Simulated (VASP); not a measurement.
# CdRhC4N4 (P-43m) in VASP: single point with PBE

Aim: the single point of CdRhC4N4 with PBE.

Everything below comes from runs of VASP 6.6.1. Logs are shortened: lines on timing, memory, paths and dates and some standing lists are left out, and cuts for length are marked.

**1. The cell of the first run**

It takes space group P-43m (No. 215, cubic). Conventional cell: a = 6.290 Å, b = 6.290 Å, c = 6.290 Å, α = 90.00°, β = 90.00°, γ = 90.00°. Within 2.9 Å of Cd (site symmetry -43m) lie 4 C at 2.23 Å. Within 2.7 Å of Rh (site symmetry -43m) lie 4 N at 2.05 Å. Within 1.6 Å of C (site symmetry 3m) lie 1 N at 1.17 Å. N (site symmetry 3m) has 1 C at 1.17 Å within 1.6 Å.

**2. Single point, PBE, collinear spin, ferromagnetic start**

File INCAR:

```
PREC = Accurate ; ENCUT = 520
EDIFF = 1E-7 ; ISMEAR = 0
SIGMA = 0.02 ; LREAL = False
LASPH = True ; NELM = 150
ALGO = Normal ; ISIF = 2
LWAVE = False ; LCHARG = False
ISPIN = 2 ; MAGMOM = 0 1.87 0 0 0 0 0 0 0 0
LORBIT = 11 ; LMAXMIX = 4
GGA = PE ; NBANDS = 46
```

File KPOINTS:

```
regular mesh
0
Gamma
  4 4 4
```

File POSCAR:

```
CdRhC4N4
1.0
    6.2900868746      0.0000000000      0.0000000000
    0.0000000000      6.2900868746      0.0000000000
    0.0000000000      0.0000000000      6.2900868746
Cd Rh C N
1 1 4 4
Direct
    0.0000000000      0.0000000000      0.0000000000
    0.5000000000      0.5000000000      0.5000000000
    0.2043157431      0.2043157431      0.2043157431
    0.2043157431      0.7956842569      0.7956842569
    0.7956842569      0.2043157431      0.7956842569
    0.7956842569      0.7956842569      0.2043157431
    0.3115101646      0.3115101646      0.3115101646
    0.3115101646      0.6884898354      0.6884898354
    0.6884898354      0.3115101646      0.6884898354
    0.6884898354      0.6884898354      0.3115101646
```

Potentials or basis: VASP PAW PBE potentials, release 64 (Cd, Rh_pv, C, N).

On the command line:

```
> cat potpaw_PBE.64/Cd/POTCAR potpaw_PBE.64/Rh_pv/POTCAR potpaw_PBE.64/C/POTCAR potpaw_PBE.64/N/POTCAR > POTCAR
> mpirun -np 1 vasp_std > vasp.out
```

OUTCAR:

```text
PREC = Accurate
   ENCUT = 520
   EDIFF = 1E-7
   ISMEAR = 0
   LREAL = False
   LASPH = True
   NELM = 150
   ISIF = 2
   ISPIN = 2
   LORBIT = 11
   GGA = PE

 ion  position               nearest neighbor table
   1  0.000  0.000  0.000-   3 2.23   4 2.23   5 2.23   6 2.23
   2  0.500  0.500  0.500-   7 2.05   8 2.05   9 2.05  10 2.05
   3  0.204  0.204  0.204-   7 1.17   1 2.23
   4  0.204  0.796  0.796-   8 1.17   1 2.23
   5  0.796  0.204  0.796-   9 1.17   1 2.23
   6  0.796  0.796  0.204-  10 1.17   1 2.23
   7  0.312  0.312  0.312-   3 1.17   2 2.05
   8  0.312  0.688  0.688-   4 1.17   2 2.05
   9  0.688  0.312  0.688-   5 1.17   2 2.05
  10  0.688  0.688  0.312-   6 1.17   2 2.05

  LATTYP: Found a simple cubic cell.
 ALAT       =     6.2900868746

  Lattice vectors:

 A1 = (   6.2900868746,   0.0000000000,   0.0000000000)
 A2 = (   0.0000000000,   6.2900868746,   0.0000000000)
 A3 = (   0.0000000000,   0.0000000000,   6.2900868746)

Analysis of symmetry for initial positions (statically):
=====================================================================
 Subroutine PRICEL returns:
 Original cell was already a primitive cell.

 Routine SETGRP: Setting up the symmetry group for a
 simple cubic supercell.

 Subroutine GETGRP returns: Found 24 space group operations
 (whereof 24 operations were pure point group operations)
 out of a pool of 48 trial point group operations.

The static configuration has the point symmetry T_d .

Analysis of symmetry for dynamics (positions and initial velocities):
=====================================================================
 Subroutine PRICEL returns:
 Original cell was already a primitive cell.

 Routine SETGRP: Setting up the symmetry group for a
 simple cubic supercell.

 Subroutine GETGRP returns: Found 24 space group operations
 (whereof 24 operations were pure point group operations)
 out of a pool of 48 trial point group operations.

The dynamic configuration has the point symmetry T_d .

Analysis of structural, dynamic, and magnetic symmetry:
=====================================================================
 Subroutine PRICEL returns:
 Original cell was already a primitive cell.
[... 152 lines left out ...]
  ext. energy  EPLUGINS =         0.00000000
  ---------------------------------------------------
  free energy    TOTEN  =       -71.82540079 eV

  energy without entropy =      -71.82540079  energy(sigma->0) =      -71.82540079

 E-fermi :  -2.1542     XC(G=0):  -6.6761

 val. band max:       -2.3626986231   @ k =   0.5000   0.2500   0.0000
 cond. band min:      -1.0439079377   @ k =   0.0000   0.0000   0.0000
 fundamental gap:      1.3187906854
 Fermi energy:        -2.1542363292

 spin component 1

 k-point     1 :       0.0000    0.0000    0.0000
  band No.  band energies     occupation
      1     -49.2167      1.00000
      2     -49.2167      1.00000
      3     -49.2167      1.00000
      4     -19.2830      1.00000
      5     -19.2105      1.00000
      6     -19.2105      1.00000
[... 449 lines left out ...]
     42       3.8951      0.00000
     43       5.2582      0.00000
 Fermi energy:        -2.1542363292

 spin component 2

 k-point     1 :       0.0000    0.0000    0.0000
  band No.  band energies     occupation
      1     -47.4883      1.00000
      2     -47.4883      1.00000
      3     -47.4883      1.00000
      4     -19.1541      1.00000
      5     -19.0808      1.00000
      6     -19.0808      1.00000
[... 449 lines left out ...]
     42       4.0933      0.00000
     43       5.4203      0.00000
 [bands above 43 left out]

------------------------ aborting loop because EDIFF is reached ----------------------------------------

  FORCE on cell =-STRESS in cart. coord.  units (eV):
  Direction    XX          YY          ZZ          XY          YZ          ZX
  --------------------------------------------------------------------------------------
  -------------------------------------------------------------------------------------
  Total        0.6109354      0.6109354      0.6109354      0.0000000     -0.0000000     -0.0000000
  in kB        3.9331088      3.9331088      3.9331088      0.0000000     -0.0000000     -0.0000000
  external PRESSURE =       3.9331088 kB  Pullay stress =       0.0000000 kB

 VOLUME and BASIS-vectors are now :
 -----------------------------------------------------------------------------
  energy-cutoff  :      520.00
  volume of cell :      248.87
      direct lattice vectors                 reciprocal lattice vectors
     6.290086875  0.000000000  0.000000000     0.158980316  0.000000000  0.000000000
     0.000000000  6.290086875  0.000000000     0.000000000  0.158980316  0.000000000
     0.000000000  0.000000000  6.290086875     0.000000000  0.000000000  0.158980316

 POSITION                                       TOTAL-FORCE (eV/Angst)
 -----------------------------------------------------------------------------------
      0.00000      0.00000      0.00000         0.000000     -0.000000      0.000000
      3.14504      3.14504      3.14504         0.000000     -0.000000      0.000000
      1.28516      1.28516      1.28516        -0.196115     -0.196115     -0.196115
      1.28516      5.00492      5.00492        -0.196115      0.196115      0.196115
      5.00492      1.28516      5.00492         0.196115     -0.196115      0.196115
      5.00492      5.00492      1.28516         0.196115      0.196115     -0.196115
      1.95943      1.95943      1.95943         0.229531      0.229531      0.229531
      1.95943      4.33066      4.33066         0.229531     -0.229531     -0.229531
      4.33066      1.95943      4.33066        -0.229531      0.229531     -0.229531
      4.33066      4.33066      1.95943        -0.229531     -0.229531      0.229531
 -----------------------------------------------------------------------------------
    total drift:                                0.000000      0.000000      0.000000

  FREE ENERGIE OF THE ION-ELECTRON SYSTEM (eV)
  ---------------------------------------------------
  free  energy   TOTEN  =       -71.8254007948 eV

  energy  without entropy=      -71.8254007948  energy(sigma->0) =      -71.82540079

 total charge

# of ion       s       p       d       tot
------------------------------------------
    1        0.397   0.408   9.537  10.342
    2        0.299   6.274   6.884  13.457
    3        0.960   1.603   0.000   2.563
    4        0.960   1.603   0.000   2.563
    5        0.960   1.603   0.000   2.563
    6        0.960   1.603   0.000   2.563
    7        1.299   2.587   0.000   3.886
    8        1.299   2.587   0.000   3.886
    9        1.299   2.587   0.000   3.886
   10        1.299   2.587   0.000   3.886
--------------------------------------------------
tot          9.730  23.444  16.421  49.595

 magnetization (x)

# of ion       s       p       d       tot
------------------------------------------
    1        0.002   0.004   0.005   0.011
    2        0.009   0.084   2.007   2.100
    3        0.006   0.045   0.000   0.051
    4        0.006   0.045   0.000   0.051
    5        0.006   0.045   0.000   0.051
    6        0.006   0.045   0.000   0.051
    7        0.018   0.050   0.000   0.068
    8        0.018   0.050   0.000   0.068
    9        0.018   0.050   0.000   0.068
   10        0.018   0.050   0.000   0.068
--------------------------------------------------
tot          0.105   0.469   2.012   2.586
```

Run time: 6.8 min. Hardware: 1 thread of Intel Xeon 8259CL, shared host; peak memory 0.52 GiB.

What came out:

```
Free energy                                           : -71.8254 eV
Pressure                                              : 0.4 GPa
Largest force                                         : 0.398 eV/Å
Band gap on the k mesh                                : 1.32 eV (least direct gap 1.41 eV)
Net moment                                            : 3.00 μB per cell
Site moments                                          : Cd +0.01; Rh +2.10; C +0.05; N +0.07 μB
Valence electrons inside the program's atomic spheres : Cd 10.34; Rh 13.46; C 2.56; N 3.89
```

Forces in eV/Å, atoms in the order of the input:
```
Cd   0.000  0.000  0.000
Rh   0.000  0.000  0.000
C   -0.196 -0.196 -0.196
C   -0.196  0.196  0.196
C    0.196 -0.196  0.196
C    0.196  0.196 -0.196
N    0.230  0.230  0.230
N    0.230 -0.230 -0.230
N   -0.230  0.230 -0.230
N   -0.230 -0.230  0.230
```

Levels at points of the mesh, in eV from the valence-band top:
Spin up:
```tsv
k point	band 30	band 31	band 32	band 33	band 34	band 35	band 36	band 37
(0.00, 0.00, 0.00)	-0.99	-0.23	-0.23	-0.23	4.75	4.75	4.75	5.44
(0.50, 0.00, 0.00)	-0.91	-0.20	0.00	0.00	4.67	4.67	4.93	5.22
(0.50, 0.50, 0.00)	-0.90	-0.21	0.00	0.00	4.78	4.78	4.96	5.07
(0.50, 0.50, 0.50)	-0.89	-0.19	-0.19	-0.19	4.92	4.92	4.92	5.61
```
Spin down:
```
           k point  band 27  band 28  band 29  band 30  band 31  band 32  band 33  band 34
(0.00, 0.00, 0.00)    -2.03    -2.03    -0.27    -0.27     1.32     1.32     1.32     5.05
(0.50, 0.00, 0.00)    -2.10    -2.10    -0.24    -0.22     1.41     1.52     1.52     4.84
(0.50, 0.50, 0.00)    -2.09    -2.09    -0.24    -0.20     1.41     1.54     1.54     4.88
(0.50, 0.50, 0.50)    -2.06    -2.06    -0.21    -0.21     1.40     1.40     1.40     5.12
```
